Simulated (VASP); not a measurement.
Rh: single point with PBE

Crystal: Rh.

```
Rh
1.0
     0.00000    1.91606    1.91606
     1.91606    0.00000    1.91606
     1.91606    1.91606    0.00000
Rh
1
Direct
  0.00000 0.00000 0.00000
```

* Program: VASP 6.6.1
* Task: single point
* Functional: PBE
* Potentials or basis: VASP PAW PBE potentials, release 64 (Rh_pv)
* Cutoff: 520 eV
* k mesh: 14 × 14 × 14
* Occupations: fermi-dirac, width 1 eV
* Spin: no spin polarisation

- Pressure: 25.1 GPa

Levels at points of the mesh, in eV from the Fermi level:
```csv
k point,band 4,band 5,band 6,band 7,band 8,band 9,band 10,band 11,band 12,band 13
"(0.00, 0.00, 0.00)",-8.17,-3.24,-3.24,-3.24,-1.24,-1.24,15.63,20.50,20.93,20.93
"(0.50, 0.00, 0.00)",-6.24,-3.33,-3.33,0.29,0.29,0.37,8.11,15.10,20.50,20.73
"(0.50, 0.50, 0.00)",-6.44,-6.04,0.25,0.71,0.71,2.87,11.66,12.81,12.81,20.48
```

Wall time 26 s on 1 thread of Intel Xeon 8259CL (shared host), peak memory 0.14 GiB.
